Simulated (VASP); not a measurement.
# BaLi2S2 (P-3m1) in VASP: a series of runs

The runs below take BaLi2S2 through relaxation of shape and atoms at fixed volume, relaxation of cell and atoms, with PBE.

All numbers are computed with VASP 6.6.1; they aren't measurements. Logs are shortened: lines on timing, memory, paths and dates and some standing lists are left out, and cuts for length are marked.

## (1) The cell of the first run

Symmetry: P-3m1, No. 164, trigonal system. The conventional cell has a = 4.255 Å, b = 4.255 Å, c = 7.064 Å, α = 90.00°, β = 90.00°, γ = 120.00°. Ba (site symmetry -3m) has 6 S at 3.12 Å and 6 Li at 3.68 Å and 6 Ba at 4.26 Å within 4.3 Å. Li (site symmetry 3m) has 4 S at 2.41 to 2.59 Å and 3 Li at 2.93 Å within 3.2 Å. S (site symmetry 3m) has 4 Li at 2.41 to 2.59 Å and 3 Ba at 3.12 Å within 3.2 Å.

## (2) Relaxation of shape and atoms at fixed volume, PBE (22.16 Å³/atom)

INCAR reads:

```
  PREC = Accurate
  ENCUT = 600
  EDIFF = 1E-6
  ISMEAR = 0
  SIGMA = 0.02
  LREAL = F
  LASPH = T
  NELM = 80
  ALGO = Normal
  ISIF = 4
  LWAVE = F
  LCHARG = F
  GGA = PE
  IBRION = 2
  NSW = 50
  EDIFFG = -0.01
```

KPOINTS reads:

```
Automatic mesh
0
Gamma
  6 6 4
```

POSCAR reads:

```
BaLi2S2
1.0
    4.2553288081      0.0000000000      0.0000000000
   -2.1276644041      3.6852228493      0.0000000000
    0.0000000000      0.0000000000      7.0640999141
Ba Li S
1 2 2
Direct
    0.0000000000      0.0000000000      0.0000000000
    0.6666666667      0.3333333333      0.6124315810
    0.3333333333      0.6666666667      0.3875684190
    0.6666666667      0.3333333333      0.2715804585
    0.3333333333      0.6666666667      0.7284195415
```

Potentials or basis: VASP PAW PBE potentials, release 64 (Ba_sv, Li_sv, S).

Launch:

```console
$ cat potpaw_PBE.64/Ba_sv/POTCAR potpaw_PBE.64/Li_sv/POTCAR potpaw_PBE.64/S/POTCAR > POTCAR
$ mpirun -np 1 vasp_std > vasp.out
```

OUTCAR:

```text
PREC = Accurate
   ENCUT = 600
   EDIFF = 1E-6
   ISMEAR = 0
   LREAL = F
   LASPH = T
   NELM = 80
   ISIF = 4
   GGA = PE
   IBRION = 2
   NSW = 50
   EDIFFG = -0.01

 ion  position               nearest neighbor table
   1  0.000  0.000  0.000-   4 3.12   5 3.12   4 3.12   5 3.12   4 3.12   5 3.12
   2  0.667  0.333  0.612-   4 2.41   5 2.59   5 2.59   5 2.59
   3  0.333  0.667  0.388-   5 2.41   4 2.59   4 2.59   4 2.59
   4  0.667  0.333  0.272-   2 2.41   3 2.59   3 2.59   3 2.59   1 3.12   1 3.12   1 3.12
   5  0.333  0.667  0.728-   3 2.41   2 2.59   2 2.59   2 2.59   1 3.12   1 3.12   1 3.12

  LATTYP: Found a hexagonal cell.
 ALAT       =     4.2553288081
 C/A-ratio  =     1.6600597116

  Lattice vectors:

 A1 = (   4.2553288081,   0.0000000000,   0.0000000000)
 A2 = (  -2.1276644041,   3.6852228493,   0.0000000000)
 A3 = (   0.0000000000,   0.0000000000,   7.0640999141)

Analysis of symmetry for initial positions (statically):
=====================================================================
 Subroutine PRICEL returns:
 Original cell was already a primitive cell.

 Routine SETGRP: Setting up the symmetry group for a
 hexagonal supercell.

 Subroutine GETGRP returns: Found 12 space group operations
 (whereof 12 operations were pure point group operations)
 out of a pool of 24 trial point group operations.

The static configuration has the point symmetry D_3d.

Analysis of symmetry for dynamics (positions and initial velocities):
=====================================================================
 Subroutine PRICEL returns:
 Original cell was already a primitive cell.

 Routine SETGRP: Setting up the symmetry group for a
 hexagonal supercell.

 Subroutine GETGRP returns: Found 12 space group operations
 (whereof 12 operations were pure point group operations)
 out of a pool of 24 trial point group operations.

The dynamic configuration has the point symmetry D_3d.

 Subroutine INISYM returns: Found 12 space group operations
 (whereof 12 operations are pure point group operations),
 and found     1 'primitive' translations

----------------------------------------------------------------------------------------

                                     Primitive cell

  volume of cell :     110.7780

  direct lattice vectors                    reciprocal lattice vectors
     4.255328808  0.000000000  0.000000000     0.234999467  0.135677005  0.000000000
    -2.127664404  3.685222849  0.000000000     0.000000000  0.271354011  0.000000000
     0.000000000  0.000000000  7.064099914     0.000000000  0.000000000  0.141560852

  length of vectors
     4.255328808  4.255328808  7.064099914     0.271354011  0.271354011  0.141560852

  position of ions in fractional coordinates (direct lattice)
     0.000000000  0.000000000  0.000000000
     0.666666667  0.333333333  0.612431581
     0.333333333  0.666666667  0.387568419
     0.666666667  0.333333333  0.271580458
     0.333333333  0.666666667  0.728419542

  ion indices of the primitive-cell ions
   primitive index   ion index
                 1           1
                 2           2
                 3           3
                 4           4
                 5           5

----------------------------------------------------------------------------------------

 KPOINTS: Automatic mesh

Automatic generation of k-mesh.
 Grid dimensions read from file:
 generate k-points for:    6    6    4

 Generating k-lattice:

  Cartesian coordinates                     Fractional coordinates (reciprocal lattice)
     0.039166578  0.022612834  0.000000000     0.166666667  0.000000000  0.000000000
     0.000000000  0.045225668  0.000000000     0.000000000  0.166666667  0.000000000
     0.000000000  0.000000000  0.035390213     0.000000000  0.000000000  0.250000000

  Length of vectors
     0.045225668  0.045225668  0.035390213

  Shift w.r.t. Gamma in fractional coordinates (k-lattice)
     0.000000000  0.000000000  0.000000000

 Subroutine IBZKPT returns following result:
 ===========================================

 Found     24 irreducible k-points:

 Following reciprocal coordinates:
            Coordinates               Weight
  0.000000  0.000000  0.000000      1.000000
  0.166667  0.000000  0.000000      6.000000
  0.333333  0.000000  0.000000      6.000000
  0.500000 -0.000000  0.000000      3.000000
  0.166667  0.166667  0.000000      6.000000
  0.333333  0.166667  0.000000     12.000000
[... 16 lines left out ...]
  0.333333  0.166667  0.500000     12.000000
  0.333333  0.333333  0.500000      2.000000
   k-points           NKPTS =     24   k-points in BZ     NKDIM =     24   number of bands    NBANDS=     18
   number of dos      NEDOS =    301   number of ions     NIONS =      5
   total plane-waves  NPLWV =  72576
   dimension x,y,z NGX =    36 NGY =   36 NGZ =   56
   dimension x,y,z NGXF=    72 NGYF=   72 NGZF=  112
   ions per type =               1   2   2
   NGX,Y,Z   is equivalent  to a cutoff of  14.06, 14.06, 13.18 a.u.
   NGXF,Y,Z  is equivalent  to a cutoff of  28.13, 28.13, 26.36 a.u.
 SYSTEM =  unknown system
   PREC   = accura    normal or accurate (medium, high low for compatibility)
   ISTART =      0    job   : 0-new  1-cont  2-samecut
   ICHARG =      2    charge: 1-file 2-atom 10-const
   ISPIN  =      1    spin polarized calculation?
   LNONCOLLINEAR =      F non collinear calculations
   LSORBIT =      F    spin-orbit coupling
   LASPH  =      T    aspherical Exc in radial PAW
   ENCUT  =  600.0 eV  44.10 Ry    6.64 a.u.   8.50  8.50 14.11*2*pi/ulx,y,z
   NELM   =     80;   NELMIN=  2; NELMDL= -5     # of ELM steps
   EDIFF  = 0.1E-05   stopping-criterion for ELM
   LREAL  =      F    real-space projection
   EDIFFG = -.1E-01   stopping-criterion for IOM
   NSW    =     50    number of steps for IOM
   IBRION =      2    ionic relax: 0-MD 1-quasi-New 2-CG
   NFREE  =      1    steps in history (QN), initial steepest desc. (CG)
   ISIF   =      4    stress and relaxation
   ISYM   =      2    0-nonsym 1-usesym 2-fastsym
   POTIM  = 0.5000    time-step for ionic-motion
   TEBEG  =    0.0;   TEEND  =   0.0 temperature during run
   PSTRESS=    0.0 pullay stress
   NELECT =      28.0000    total number of electrons
   NUPDOWN=      -1.0000    fix difference up-down
   EMIN   =  10.00;   EMAX   =-10.00  energy-range for DOS
   EFERMI =   0.00;   METHOD = LEGACY
   ISMEAR =     0;   SIGMA  =   0.02  broadening in eV -4-tet -1-fermi 0-gaus
   EFERMI_NEDOS =   21; number of points for ismear=-14 and -15
   IALGO  =     38    algorithm
   IMIX   =      4    mixing-type and parameters
     AMIX     =   0.40;   BMIX     =  1.00
     AMIX_MAG =   1.60;   BMIX_MAG =  1.00
  volume/ion in A,a.u.               =      22.16       149.51
  Fermi-wavevector in a.u.,A,eV,Ry     =   1.035086  1.956028 14.577312  1.071402
  Thomas-Fermi vector in A             =   2.169412
   LORBIT       =      0    0 simple, 1 ext, 2 COOP (PROOUT), +10 PAW based schemes
   GGA     = PE    functional components
   LHFCALC =     F    Hartree Fock is set to
   AEXX    =    0.0000 exact exchange contribution
   IVDW    =     0    specifies the selected vdW correction
   LEPSILON=     F    determine dielectric tensor
   LRPA    =     F    only Hartree local field effects (RPA)
 conjugate gradient relaxation of ions
 non-spin polarized calculation
 Gauss-broadening in eV      SIGMA  =   0.02
  energy-cutoff  :      600.00
  volume of cell :      110.78
 maximum number of plane-waves:      3742
 NGX is ok and might be reduce to    36
   NGX = 17   NGY = 17   NGZ = 29

--------------------------------------- Ionic step        1  -------------------------------------------

 number of electron      27.9999991 magnetization

 Free energy of the ion-electron system (eV)
  ---------------------------------------------------
  ext. energy  EPLUGINS =         0.00000000
  ---------------------------------------------------
  free energy    TOTEN  =       -21.90520474 eV

  energy without entropy =      -21.90520474  energy(sigma->0) =      -21.90520474

------------------------ aborting loop because EDIFF is reached ----------------------------------------

  FORCE on cell =-STRESS in cart. coord.  units (eV):
  Direction    XX          YY          ZZ          XY          YZ          ZX
  --------------------------------------------------------------------------------------
  -------------------------------------------------------------------------------------
  Total        1.1437330      1.1437330      1.3183307     -0.0000000      0.0000000      0.0000000
  in kB       16.5417532     16.5417532     19.0669503     -0.0000000      0.0000000      0.0000000
  external PRESSURE =      17.3834856 kB  Pullay stress =       0.0000000 kB

 VOLUME and BASIS-vectors are now :
 -----------------------------------------------------------------------------
  energy-cutoff  :      600.00
  volume of cell :      110.78
      direct lattice vectors                 reciprocal lattice vectors
     4.255328808  0.000000000  0.000000000     0.234999467  0.135677005  0.000000000
    -2.127664404  3.685222849  0.000000000     0.000000000  0.271354011  0.000000000
     0.000000000  0.000000000  7.064099914     0.000000000  0.000000000  0.141560852

 POSITION                                       TOTAL-FORCE (eV/Angst)
 -----------------------------------------------------------------------------------
      0.00000      0.00000      0.00000         0.000000      0.000000      0.000000
      2.12766      1.22841      4.32628         0.000000      0.000000      0.010033
     -0.00000      2.45682      2.73782         0.000000     -0.000000     -0.010033
      2.12766      1.22841      1.91847        -0.000000      0.000000      0.140849
     -0.00000      2.45682      5.14563        -0.000000     -0.000000     -0.140849
 -----------------------------------------------------------------------------------
    total drift:                                0.000000      0.000000      0.000000

  FREE ENERGIE OF THE ION-ELECTRON SYSTEM (eV)
  ---------------------------------------------------
  free  energy   TOTEN  =       -21.9052047413 eV
[... 65 lines left out ...]
 POSITION                                       TOTAL-FORCE (eV/Angst)
 -----------------------------------------------------------------------------------
      0.00000     -0.00000      0.00000         0.000000      0.000000      0.000000
      2.12418      1.22640      4.34188         0.000000     -0.000000      0.011014
     -0.00000      2.45280      2.74539        -0.000000      0.000000     -0.011014
      2.12418      1.22640      1.94464        -0.000000     -0.000000     -0.010714
     -0.00000      2.45280      5.14263        -0.000000      0.000000      0.010714
 -----------------------------------------------------------------------------------
    total drift:                               -0.000000      0.000000      0.000000

  FREE ENERGIE OF THE ION-ELECTRON SYSTEM (eV)
  ---------------------------------------------------
  free  energy   TOTEN  =       -21.9082922008 eV

  energy  without entropy=      -21.9082922008  energy(sigma->0) =      -21.90829220

--------------------------------------- Ionic step        4  -------------------------------------------

 number of electron      27.9999991 magnetization

 Free energy of the ion-electron system (eV)
  ---------------------------------------------------
  ext. energy  EPLUGINS =         0.00000000
  ---------------------------------------------------
  free energy    TOTEN  =       -21.90839034 eV

  energy without entropy =      -21.90839034  energy(sigma->0) =      -21.90839034

 E-fermi :   1.7089     XC(G=0):  -8.6013

 val. band max:        1.5102542145   @ k =   0.0000   0.0000   0.0000
 cond. band min:       4.1724712559   @ k =   0.5000  -0.0000   0.0000
 fundamental gap:      2.6622170414
 Fermi energy:         1.7088717496

 k-point     1 :       0.0000    0.0000    0.0000
  band No.  band energies     occupation
      1     -42.7706      2.00000
      2     -42.7550      2.00000
      3     -24.5586      2.00000
      4     -10.5854      2.00000
      5      -9.5929      2.00000
      6      -9.5929      2.00000
[... 10 lines left out ...]
     17       6.2489      0.00000
     18       6.2489      0.00000

 k-point     2 :       0.1667    0.0000    0.0000
  band No.  band energies     occupation
      1     -42.7696      2.00000
      2     -42.7558      2.00000
      3     -24.5432      2.00000
      4     -10.4642      2.00000
      5     -10.0230      2.00000
      6      -9.6341      2.00000
[... 10 lines left out ...]
     17       6.4011      0.00000
     18       6.6040      0.00000
[... 473 lines left out ...]
 VOLUME and BASIS-vectors are now :
 -----------------------------------------------------------------------------
  energy-cutoff  :      600.00
  volume of cell :      110.78
      direct lattice vectors                 reciprocal lattice vectors
     4.246130549 -0.000000000  0.000000000     0.235508539  0.135970918 -0.000000000
    -2.123065275  3.677256924 -0.000000000     0.000000000  0.271941836 -0.000000000
     0.000000000  0.000000000  7.094738538    -0.000000000  0.000000000  0.140949521

 POSITION                                       TOTAL-FORCE (eV/Angst)
 -----------------------------------------------------------------------------------
      0.00000     -0.00000      0.00000        -0.000000      0.000000      0.000000
      2.12307      1.22575      4.34723         0.000000     -0.000000      0.005862
     -0.00000      2.45150      2.74751        -0.000000      0.000000     -0.005862
      2.12307      1.22575      1.94647        -0.000000     -0.000000     -0.004603
     -0.00000      2.45150      5.14826         0.000000      0.000000      0.004603
 -----------------------------------------------------------------------------------
    total drift:                                0.000000     -0.000000     -0.000000

  FREE ENERGIE OF THE ION-ELECTRON SYSTEM (eV)
  ---------------------------------------------------
  free  energy   TOTEN  =       -21.9083903385 eV

  energy  without entropy=      -21.9083903385  energy(sigma->0) =      -21.90839034

 reached required accuracy - stopping structural energy minimisation
```

Run time: 2.4 min. Hardware: 1 thread of Intel Xeon Platinum 8375C at 2.90GHz (Ice Lake), shared host; peak memory 0.29 GiB.

Results:

| Property | Result |
| --- | --- |
| Free energy | -21.9084 eV |
| Energy gained by relaxing | 0.6 meV/atom |
| Ionic steps | 4 |
| Pressure after relaxing | 1.6 GPa |
| Largest force after relaxing | 0.006 eV/Å |
| Band gap on the k mesh | 2.66 eV (least direct gap 2.96 eV) |

Forces in eV/Å, atoms in the order of the input:
```
Ba   0.000  0.000  0.000
Li   0.000  0.000  0.006
Li   0.000  0.000 -0.006
S    0.000  0.000 -0.005
S    0.000  0.000  0.005
```

Step by step:
| step | energy change (eV) | largest force (eV/Å) | pressure (GPa) | volume (Å³) |
| --- | --- | --- | --- | --- |
| 1 | 0.0000 | 0.1408 | 1.74 | 110.78 |
| 2 | -0.0018 | 0.0891 | 1.68 | 110.78 |
| 3 | -0.0031 | 0.0110 | 1.59 | 110.78 |
| 4 | -0.0032 | 0.0059 | 1.57 | 110.78 |

Final structure:
```yaml
crystal:
  lattice:
    - [4.24613, 0.00000, 0.00000]
    - [-2.12307, 3.67726, 0.00000]
    - [0.00000, 0.00000, 7.09474]
  atoms:
    - { symbol: Ba, position: [0.00000, 0.00000, 0.00000] }
    - { symbol: Li, position: [0.66667, 0.33333, 0.61274] }
    - { symbol: Li, position: [0.33333, 0.66667, 0.38726] }
    - { symbol: S, position: [0.66667, 0.33333, 0.27435] }
    - { symbol: S, position: [0.33333, 0.66667, 0.72565] }
```

Levels at points of the mesh, in eV from the valence-band top:
```tsv
k point	band 12	band 13	band 14	band 15	band 16	band 17
(0.00, 0.00, 0.00)	-0.10	0.00	0.00	3.53	4.13	4.74
(0.50, 0.00, 0.00)	-0.81	-0.80	-0.79	2.66	5.89	6.07
(0.00, 0.00, 0.50)	-0.58	-0.33	-0.33	4.10	4.56	4.56
(0.50, 0.00, 0.50)	-1.27	-0.33	-0.22	2.73	4.66	5.96
```

Caveat: the cutoff is under 1.25 times the usual one of these potentials, so pressure, stress and relaxed cells hold a basis-set (Pulay) error; spin-orbit coupling is left out, which moves the levels of the heavy elements.

(Part 1 of 2 ends here.)
